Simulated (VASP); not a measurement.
# CoO (R-3m) in VASP: further runs

Runs on CoO. Level: PBE+U. Tasks: relaxation of cell and atoms.

All numbers are computed with VASP 6.6.1; they aren't measurements. Logs are shortened: lines on timing, memory, paths and dates and some standing lists are left out, and cuts for length are marked.

## Step 1: The cell of the first run

The structure is trigonal, space group R-3m (No. 166). Conventional cell: a = 3.029 Å, b = 3.029 Å, c = 7.312 Å, α = 90.00°, β = 90.00°, γ = 120.00°. Within 2.8 Å of Co (site symmetry -3m) lie 6 O at 2.13 Å. O (site symmetry -3m) has 6 Co at 2.13 Å within 2.8 Å.

## Step 2: Relaxation of cell and atoms, PBE+U, collinear spin, ferromagnetic start, target pressure 8 GPa, at which the enthalpy is minimised

The input, INCAR:

```
PREC     = Accurate       # precision mode
ENCUT    = 600            # plane-wave cutoff, eV
EDIFF    = 1E-6           # SCF threshold, eV
ISMEAR   = 0              # smearing method
SIGMA    = 0.02           # smearing width, eV
LREAL    = False          # projectors in reciprocal space
LASPH    = True           # aspherical terms in the spheres
NELM     = 150            # most SCF steps
ALGO     = Normal         # electronic algorithm
ISIF     = 3              # what is computed and relaxed
LWAVE    = False          # write WAVECAR
LCHARG   = False          # write CHGCAR
ISPIN    = 2              # spin polarisation
MAGMOM   = 2.87 0.25      # initial moments
LORBIT   = 11             # projections on sites
LMAXMIX  = 4              # l up to which the mixer works
LDAU     = True           # DFT+U
LDAUTYPE = 2            
LDAUL    = 2 -1           # shell
LDAUU    = 3.32 0         # U, eV
LDAUJ    = 0 0          
LDAUPRINT= 1            
GGA      = PE             # functional
IBRION   = 2              # ionic algorithm
NSW      = 70             # ionic steps
EDIFFG   = -0.008         # ionic threshold
PSTRESS  = 80.0
```

The input, KPOINTS:

```
regular mesh
0
Gamma
  12 12 12
```

The input, POSCAR:

```
CoO
1.0
    1.5145686813      0.8744366358      2.4374034554
   -1.5145686813      0.8744366358      2.4374034554
    0.0000000000     -1.7488732717      2.4374034554
Co O
1 1
Direct
    0.0000000000      0.0000000000      0.0000000000
    0.5000000000      0.5000000000      0.5000000000
```

Potentials or basis: VASP PAW PBE potentials, release 64 (Co, O).

Command:

```sh
cat potpaw_PBE.64/Co/POTCAR potpaw_PBE.64/O/POTCAR > POTCAR
mpirun -np 1 vasp_std > vasp.out
```

OUTCAR:

```text
PREC = Accurate
   ENCUT = 600
   EDIFF = 1E-6
   ISMEAR = 0
   LREAL = False
   LASPH = True
   NELM = 150
   ISIF = 3
   ISPIN = 2
   LORBIT = 11
   GGA = PE
   IBRION = 2
   NSW = 70
   EDIFFG = -0.008
   PSTRESS = 80.0

 ion  position               nearest neighbor table
   1  0.000  0.000  0.000-   2 2.13   2 2.13   2 2.13   2 2.13   2 2.13   2 2.13
   2  0.500  0.500  0.500-   1 2.13   1 2.13   1 2.13   1 2.13   1 2.13   1 2.13

  LATTYP: Found a trigonal (rhomboedric) cell.
 ALAT       =     2.9999155529
 COS(alpha) =     0.4902116802

  Lattice vectors:

 A1 = (   1.5145686813,   0.8744366358,   2.4374034554)
 A2 = (  -1.5145686813,   0.8744366358,   2.4374034554)
 A3 = (   0.0000000000,  -1.7488732717,   2.4374034554)

Analysis of symmetry for initial positions (statically):
=====================================================================
 Subroutine PRICEL returns:
 Original cell was already a primitive cell.

 Routine SETGRP: Setting up the symmetry group for a
 trigonal (rhombohedral) supercell.

 Subroutine GETGRP returns: Found 12 space group operations
 (whereof 12 operations were pure point group operations)
 out of a pool of 12 trial point group operations.

The static configuration has the point symmetry D_3d.

Analysis of symmetry for dynamics (positions and initial velocities):
=====================================================================
 Subroutine PRICEL returns:
 Original cell was already a primitive cell.

 Routine SETGRP: Setting up the symmetry group for a
 trigonal (rhombohedral) supercell.

 Subroutine GETGRP returns: Found 12 space group operations
 (whereof 12 operations were pure point group operations)
 out of a pool of 12 trial point group operations.

The dynamic configuration has the point symmetry D_3d.

Analysis of structural, dynamic, and magnetic symmetry:
=====================================================================
 Subroutine PRICEL returns:
 Original cell was already a primitive cell.

 Routine SETGRP: Setting up the symmetry group for a
 trigonal (rhombohedral) supercell.

 Subroutine GETGRP returns: Found 12 space group operations
 (whereof 12 operations were pure point group operations)
 out of a pool of 12 trial point group operations.

[... 163 lines left out ...]
  external PRESSURE =     -85.2558803 kB  Pullay stress =      80.0000000 kB
[... 97 lines left out ...]
  energy  without entropy=      -11.4724093523  energy(sigma->0) =      -11.47253300

  enthalpy is  TOTEN    =       -10.5468427412 eV   P V=        0.9258139071

[... ionic steps 4 to 7 ...]

--------------------------------------- Ionic step        8  -------------------------------------------

 number of electron      15.0000002 magnetization       2.9999999

------------------------ aborting loop because EDIFF is reached ----------------------------------------
[... 67 lines left out ...]
  energy  without entropy=      -11.4701774402  energy(sigma->0) =      -11.47028011

  enthalpy is  TOTEN    =       -10.5476338437 eV   P V=        0.9227489294

atom =   1  type =  1  l = 2

 onsite density matrix

spin component  1

  0.9866 -0.0000  0.0000 -0.0226 -0.0000
 -0.0000  1.0006 -0.0000  0.0000 -0.0226
  0.0000 -0.0000  0.9671  0.0000 -0.0000
 -0.0226  0.0000  0.0000  1.0006 -0.0000
 -0.0000 -0.0226 -0.0000 -0.0000  0.9866

spin component  2

  0.4654  0.0000  0.0000  0.1269  0.0000
  0.0000  0.1846 -0.0000  0.0000  0.1269
  0.0000 -0.0000  0.9573 -0.0000 -0.0000
  0.1269  0.0000 -0.0000  0.1846 -0.0000
  0.0000  0.1269 -0.0000 -0.0000  0.4654

 occupancies and eigenvectors

  o =  0.1358  v =  0.0000  0.0000  0.0000  0.0000  0.0000  0.0000 -0.9332 -0.0000 -0.0000  0.3593      0.0000  0.0000  0.0000  0.0000  0.0000  0.0000  0.0000  0.0000  0.0000  0.0000
  o =  0.1358  v =  0.0000  0.0000  0.0000  0.0000  0.0000  0.3593  0.0000  0.0000 -0.9332 -0.0000      0.0000  0.0000  0.0000  0.0000  0.0000  0.0000  0.0000  0.0000  0.0000  0.0000
  o =  0.5142  v =  0.0000  0.0000  0.0000  0.0000  0.0000  0.9332 -0.0000 -0.0000  0.3593 -0.0000      0.0000  0.0000  0.0000  0.0000  0.0000  0.0000  0.0000  0.0000  0.0000  0.0000
  o =  0.5142  v =  0.0000  0.0000  0.0000  0.0000  0.0000  0.0000  0.3593  0.0000  0.0000  0.9332      0.0000  0.0000  0.0000  0.0000  0.0000  0.0000  0.0000  0.0000  0.0000  0.0000
  o =  0.9573  v =  0.0000  0.0000  0.0000  0.0000  0.0000 -0.0000  0.0000 -1.0000 -0.0000  0.0000      0.0000  0.0000  0.0000  0.0000  0.0000  0.0000  0.0000  0.0000  0.0000  0.0000
  o =  0.9671  v =  0.0000  0.0000  1.0000  0.0000  0.0000  0.0000  0.0000  0.0000  0.0000  0.0000      0.0000  0.0000  0.0000  0.0000  0.0000  0.0000  0.0000  0.0000  0.0000  0.0000
  o =  0.9699  v = -0.8050 -0.0000  0.0000 -0.5933 -0.0000  0.0000  0.0000  0.0000  0.0000  0.0000      0.0000  0.0000  0.0000  0.0000  0.0000  0.0000  0.0000  0.0000  0.0000  0.0000
  o =  0.9699  v =  0.0000 -0.5933  0.0000  0.0000 -0.8050  0.0000  0.0000  0.0000  0.0000  0.0000      0.0000  0.0000  0.0000  0.0000  0.0000  0.0000  0.0000  0.0000  0.0000  0.0000
  o =  1.0173  v =  0.0000  0.8050  0.0000 -0.0000 -0.5933  0.0000  0.0000  0.0000  0.0000  0.0000      0.0000  0.0000  0.0000  0.0000  0.0000  0.0000  0.0000  0.0000  0.0000  0.0000
  o =  1.0173  v =  0.5933 -0.0000  0.0000 -0.8050 -0.0000  0.0000  0.0000  0.0000  0.0000  0.0000      0.0000  0.0000  0.0000  0.0000  0.0000  0.0000  0.0000  0.0000  0.0000  0.0000

--------------------------------------- Ionic step       10  -------------------------------------------

 number of electron      15.0000003 magnetization       3.0000000

 Free energy of the ion-electron system (eV)
  ---------------------------------------------------
  ext. energy  EPLUGINS =         0.00000000
  ---------------------------------------------------
  free energy    TOTEN  =       -11.47277939 eV

  energy without entropy =      -11.47254036  energy(sigma->0) =      -11.47265988

 E-fermi :   8.2792     XC(G=0): -12.6235

 val. band max:        8.2769100551   @ k =  -0.1667   0.1667   0.0000
 cond. band min:       8.2805116427   @ k =  -0.2500   0.0833   0.0000
 fundamental gap:      0.0036015877
 Fermi energy:         8.2791685386

 spin component 1

 k-point     1 :       0.0000    0.0000    0.0000
  band No.  band energies     occupation
      1     -11.8951      1.00000
      2       3.3287      1.00000
      3       3.3287      1.00000
      4       3.5241      1.00000
      5       3.5241      1.00000
      6       4.3005      1.00000
      7       5.3355      1.00000
      8       5.3355      1.00000
      9       5.6011      1.00000
     10       9.7980      0.00000
     11      25.5335      0.00000
     12      25.6026      0.00000
[... 790 lines left out ...]
  energy  without entropy=      -11.4725403627  energy(sigma->0) =      -11.47265988

  enthalpy is  TOTEN    =       -10.5478402186 eV   P V=        0.9249391737

 reached required accuracy - stopping structural energy minimisation

 total charge

# of ion       s       p       d       tot
------------------------------------------
    1        0.310   0.393   7.173   7.876
    2        1.549   3.473   0.000   5.023
--------------------------------------------------
tot          1.859   3.866   7.173  12.898

 magnetization (x)

# of ion       s       p       d       tot
------------------------------------------
    1        0.021   0.018   2.683   2.722
    2        0.025   0.236   0.000   0.260
--------------------------------------------------
tot          0.045   0.254   2.683   2.982
```

CONTCAR:

```text
CoO
   1.00000000000000
     1.5028517999244477    0.8676718911739250    2.3676136447663541
    -1.5028517999244477    0.8676718911739250    2.3676136447663541
     0.0000000000000000   -1.7353437824593019    2.3676136447707501
  Co              O
     1     1
Direct
     0.0000000000000000    0.0000000000000000    0.0000000000000000
     0.5000000000000000    0.5000000000000000    0.5000000000000000

  0.00000000E+00  0.00000000E+00  0.00000000E+00
  0.00000000E+00  0.00000000E+00  0.00000000E+00
```

Run time: 7.6 min. Hardware: 1 thread of Intel Xeon Platinum 8259CL at 2.50GHz (Skylake/Cascade Lake), shared host; peak memory 0.24 GiB.

What came out:

| Quantity | Value |
| --- | --- |
| Free energy | -11.4728 eV |
| Relaxed volume | 9.26 Å³/atom |
| Relaxed cell | a = 2.935 Å, b = 2.935 Å, c = 2.935 Å, α = 61.59°, β = 61.59°, γ = 61.59° |
| Space group after relaxing (to 0.1 Å) | R-3m (No. 166) |
| Energy change on relaxing (the run minimises the enthalpy) | +9.1 meV/atom |
| Ionic steps | 10 |
| Pressure after relaxing | 8.0 GPa |
| Band gap on the k mesh | zero (filled and empty bands overlap) |
| Net moment | 3.00 μB per cell |
| Site moments | Co +2.72; O +0.26 μB |
| Valence electrons inside the program's atomic spheres | Co 7.88; O 5.02 |

Step by step:
```tsv
step	energy change (eV)	largest force (eV/Å)	pressure (GPa)	volume (Å³)
1	0.0000	0.0000	-0.53	19.37
2	0.0602	0.0000	15.42	17.96
3	0.0183	0.0000	8.01	18.54
4	0.0191	0.0000	8.35	18.53
5	0.0163	0.0000	7.61	18.58
6	0.0151	0.0000	7.35	18.60
7	0.0155	0.0000	7.47	18.59
8	0.0168	0.0000	7.82	18.55
9	0.0205	0.0000	8.50	18.48
10	0.0181	0.0000	8.03	18.52
```

Final structure:
```yaml
crystal:
  lattice:
    - [1.50285, 0.86767, 2.36761]
    - [-1.50285, 0.86767, 2.36761]
    - [0.00000, -1.73534, 2.36761]
  atoms:
    - { symbol: Co, position: [0.00000, 0.00000, 0.00000] }
    - { symbol: O, position: [0.50000, 0.50000, 0.50000] }
```

Eigenvalues of the final occupation matrices:
```csv
site,spin,trace,eigenvalues
site 1 d,1,4.94,0.97 0.97 0.97 1.02 1.02
site 1 d,2,2.26,0.14 0.14 0.51 0.51 0.96
```

Caveat: the cell is relaxed towards a set pressure, so the run minimises the enthalpy, not the energy; a cell with one magnetic atom can't hold antiferromagnetic order, which such compounds often take. The state reached can hang on the start; a lower one may exist.

## Step 3: Relaxation of cell and atoms, PBE+U, collinear spin, ferromagnetic start, target pressure 3 GPa, at which the enthalpy is minimised

This run uses another cell than the first one, of 9.84 Å³/atom.

The input, INCAR:

```
SYSTEM = CoO
PREC = Accurate
ENCUT = 600
EDIFF = 1E-6
ISMEAR = 0
SIGMA = 0.02
LREAL = .False.
LASPH = .True.
NELM = 150
ALGO = Normal
ISIF = 3
LWAVE = .False.
LCHARG = .False.
ISPIN = 2
MAGMOM = 2.88 0.24
LORBIT = 11
LMAXMIX = 4
LDAU = .True.
LDAUTYPE = 2
LDAUL = 2 -1
LDAUU = 3.32 0
LDAUJ = 0 0
LDAUPRINT = 1
GGA = PE
IBRION = 2
NSW = 70
EDIFFG = -0.008
PSTRESS = 30.0
```

The input, KPOINTS:

```
Automatic mesh
0
Gamma
  12 12 12
  0 0 0
```

The input, POSCAR:

```
CoO
1.0
    1.5224672857      0.8789968972      2.4505194285
   -1.5224672857      0.8789968972      2.4505194285
    0.0000000000     -1.7579937944      2.4505194285
Co O
1 1
Direct
    0.0000000000      0.0000000000      0.0000000000
    0.5000000000      0.5000000000      0.5000000000
```

Potentials or basis: VASP PAW PBE potentials, release 64 (Co, O).

Command:

```sh
cat potpaw_PBE.64/Co/POTCAR potpaw_PBE.64/O/POTCAR > POTCAR
mpirun -np 1 vasp_std > vasp.out
```

Run time: 6 min. Hardware: 1 thread of Intel Xeon Platinum 8259CL at 2.50GHz (Skylake/Cascade Lake), shared host; peak memory 0.24 GiB.

The run converged. Its results:

```
Free energy                                                : -11.4894 eV
Relaxed volume                                             : 9.49 Å³/atom
Relaxed cell                                               : a = 2.964 Å, b = 2.964 Å, c = 2.964 Å, α = 61.38°, β = 61.38°, γ = 61.38°
Space group after relaxing (to 0.1 Å)                      : R-3m (No. 166)
Energy change on relaxing (the run minimises the enthalpy) : -0.7 meV/atom
Ionic steps                                                : 9
Pressure after relaxing                                    : 3.1 GPa
Band gap on the k mesh                                     : zero (filled and empty bands overlap)
Net moment                                                 : 3.00 μB per cell
Site moments                                               : Co +2.72; O +0.26 μB
Valence electrons inside the program's atomic spheres      : Co 7.83; O 5.01
```

The path:
| step | energy change (eV) | largest force (eV/Å) | pressure (GPa) | volume (Å³) |
| --- | --- | --- | --- | --- |
| 1 | 0.0000 | 0.0000 | -3.25 | 19.68 |
| 2 | 0.0114 | 0.0000 | 7.30 | 18.60 |
| 3 | -0.0011 | 0.0000 | 2.95 | 19.00 |
| 4 | -0.0008 | 0.0000 | 3.29 | 18.98 |
| 5 | -0.0018 | 0.0000 | 2.73 | 19.03 |
| 6 | -0.0022 | 0.0000 | 2.51 | 19.05 |
| 7 | -0.0021 | 0.0000 | 2.61 | 19.04 |
| 8 | -0.0017 | 0.0000 | 2.88 | 19.00 |
| 9 | -0.0014 | 0.0000 | 3.08 | 18.98 |

Final structure:
```
CELL_PARAMETERS angstrom
1.51286 0.87345 2.39437
-1.51286 0.87345 2.39437
0.00000 -1.74690 2.39437
ATOMIC_POSITIONS crystal
Co 0.00000 0.00000 0.00000
O 0.50000 0.50000 0.50000
```

Levels at points of the mesh, in eV from the Fermi level:
Spin up:
```tsv
k point	band 5	band 6	band 7	band 8	band 9	band 10	band 11	band 12	band 13
(0.00, 0.00, 0.00)	-4.72	-3.96	-2.85	-2.85	-2.62	1.37	17.16	17.19	17.19
(0.50, 0.00, 0.00)	-4.07	-3.48	-3.04	-0.42	-0.40	5.41	9.64	13.68	14.20
(0.50, 0.50, 0.00)	-4.16	-3.94	-3.90	-3.78	-3.25	6.15	10.27	11.18	15.95
(0.50, 0.50, 0.50)	-4.04	-4.04	-2.43	-0.40	-0.40	5.21	10.12	13.28	13.28
```
Spin down:
```csv
k point,band 4,band 5,band 6,band 7,band 8,band 9
"(0.00, 0.00, 0.00)",-2.35,-2.14,-0.94,-0.94,1.48,1.48
"(0.50, 0.00, 0.00)",-4.05,-1.43,-0.04,0.57,3.83,3.97
"(0.50, 0.50, 0.00)",-3.45,-2.85,-0.51,0.27,2.10,2.38
"(0.50, 0.50, 0.50)",-4.38,-1.00,0.43,0.43,3.89,3.89
```

Eigenvalues of the final occupation matrices:
| site | spin | trace | eigenvalues |
| --- | --- | --- | --- |
| site 1 d | 1 | 4.93 | 0.97 0.97 0.97 1.01 1.01 |
| site 1 d | 2 | 2.25 | 0.13 0.13 0.51 0.51 0.96 |

Caveat: the cell is relaxed towards a set pressure, so the run minimises the enthalpy, not the energy; a cell with one magnetic atom can't hold antiferromagnetic order, which such compounds often take. The state reached can hang on the start; a lower one may exist.
